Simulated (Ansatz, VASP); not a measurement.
# NaH: VASP beside Ansatz

File POSCAR:

```
NaH
1.0
    0.0000000000      2.2364433479      2.4231863675
    2.2364433479      0.0000000000      2.4231863675
    2.2364433479      2.2364433479      0.0000000000
Na H
1 1
Direct
    0.0000000000      0.0000000000      0.0000000000
    0.5000000000      0.5000000000      0.5000000000
```

The input INCAR.step1:

```
SYSTEM = NaH
  ALGO = Normal
  EDIFF = 1E-4
  ENCUT = 520
  GGA = PE
  ISMEAR = -1
  LASPH = .True.
  LCHARG = .False.
  LREAL = .False.
  LWAVE = .True.
  NBANDS = 11
  NELM = 80
  PREC = Accurate
  SIGMA = 0.2
```

The input INCAR.step2:

```
SYSTEM = NaH
  ALGO = Normal
  EDIFF = 1E-7
  ENCUT = 520
  ISIF = 2
  ISMEAR = -1
  ISTART = 1
  LASPH = .True.
  LCHARG = .False.
  LMIXTAU = .True.
  LREAL = .False.
  LWAVE = .False.
  METAGGA = R2SCAN
  NBANDS = 11
  NELM = 80
  PREC = Accurate
  SIGMA = 0.2
```

Contents of KPOINTS:

```
k-points
0
Gamma
  10 10 10
  0 0 0
```

Input for Ansatz:

```yaml
crystal:
  lattice:
    - [0.0, 2.2364433479, 2.4231863675]
    - [2.2364433479, 0.0, 2.4231863675]
    - [2.2364433479, 2.2364433479, 0.0]
  atoms:
    - { symbol: Na, position: [0.0, 0.0, 0.0] }
    - { symbol: H, position: [0.5, 0.5, 0.5] }
basis:
  ecutwfc: 520.0
kpoints:
  mp_grid: { grid: [10, 10, 10] }
hamiltonian:
  xc: r2scan
scf:
  occupations: { method: fermi_dirac, width: 0.2 }
output:
  forces: true
  stress: true
  eigenvalues: true
```

Alike in both runs: task single point; functional r2SCAN; k mesh 10 × 10 × 10; occupations fermi-dirac, width 0.2 eV; no spin polarisation.

|  | VASP | Ansatz |
| --- | --- | --- |
| version | VASP 6.6.1 | Ansatz 0.2.0 |
| potentials or method | VASP PAW PBE potentials, release 64 (Na_pv, H), cutoff 520 eV | scalar-relativistic, plane waves, PAW |
| valence electrons in the cell | 8 | 10 |

```tsv
	VASP	Ansatz	Ansatz less VASP
gap on the k mesh at the Fermi level (eV)	4.62	4.60	-0.015
least direct gap on the mesh (eV)	5.34	5.32	-0.022
pressure (GPa)	4.1	4.3	+0.23
traceless stress, the component that is largest in VASP (GPa)	-3.17	-3.10	+0.067
```

VASP's potentials were made for PBE, not for r2SCAN. The functional is the same, so the differences come from potentials, cutoffs and numerics. VASP's potentials hold 8 valence electrons a cell and Ansatz's 10, so a difference there can come from the potentials and not from the codes.
